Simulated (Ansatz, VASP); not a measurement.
**TiC: VASP beside Ansatz**

Contents of INCAR:

```
SYSTEM = TiC
ALGO = Normal
EDIFF = 1E-6
ENCUT = 600
GGA = CA
GGA_COMPAT = .FALSE.
ISIF = 2
ISMEAR = 1
LASPH = .TRUE.
LCHARG = .TRUE.
LELF = .TRUE.
LREAL = .FALSE.
LVHAR = .TRUE.
LWAVE = .FALSE.
NBANDS = 15
NELM = 120
PREC = Accurate
SIGMA = 0.1
```

Contents of KPOINTS:

```
k-points
0
G
  8 8 8
  0 0 0
```

File POSCAR:

```
TiC
1.0
    0.0675900000      2.1587200000      2.1056100000
    2.2940800000     -0.0189200000      2.1921100000
    2.2008300000      2.1519700000      0.0743300000
Ti C
1 1
Direct
    0.0024186886     -0.0029960894      1.0015916178
    0.5135800000      0.5002000000      0.4982600000
```

Input for Ansatz:

```yaml
crystal:
  lattice:
    - [0.06759, 2.15872, 2.10561]
    - [2.29408, -0.01892, 2.19211]
    - [2.20083, 2.15197, 0.07433]
  atoms:
    - { symbol: Ti, position: [0.0024186885642816435, -0.002996089419467766, 1.001591617778453] }
    - { symbol: C, position: [0.51358, 0.5002, 0.49826] }
basis:
  ecutwfc: 540.0
  xc_grid: 2
kpoints:
  mp_grid:
    grid: [8, 8, 8]
hamiltonian:
  xc: lda
scf:
  convergence:
    dr2_threshold: 1.0e-09
  occupations:
    method: methfessel_paxton
output:
  forces: true
  stress: true
```

Alike in both runs: task single point; functional LDA; k mesh 8 × 8 × 8; no spin polarisation.

|  | VASP | Ansatz |
| --- | --- | --- |
| version | VASP 6.6.1 | Ansatz 0.2.0 |
| potentials or method | VASP PAW LDA potentials, release 64 (Ti_sv, C), cutoff 600 eV | plane waves, PAW |
| occupations | methfessel-paxton of order 1, width 0.1 eV | methfessel-paxton of order 1 |
| valence electrons in the cell | 16 | 16 |

|  | VASP | Ansatz | Ansatz less VASP |
| --- | --- | --- | --- |
| pressure (GPa) | -9.8 | -10.3 | -0.48 |
| traceless stress, the component that is largest in VASP (GPa) | -12.99 | -13.04 | -0.056 |
| rms of the force components (eV/Å) | 0.217 | 0.215 | -0.0022 |

LDA's correlation is that of Perdew and Zunger in VASP and of Perdew and Wang (1992) in Ansatz. Atom by atom the forces differ by 0.002 eV/Å (rms over components). Ansatz's warnings: stress scf threshold loose.
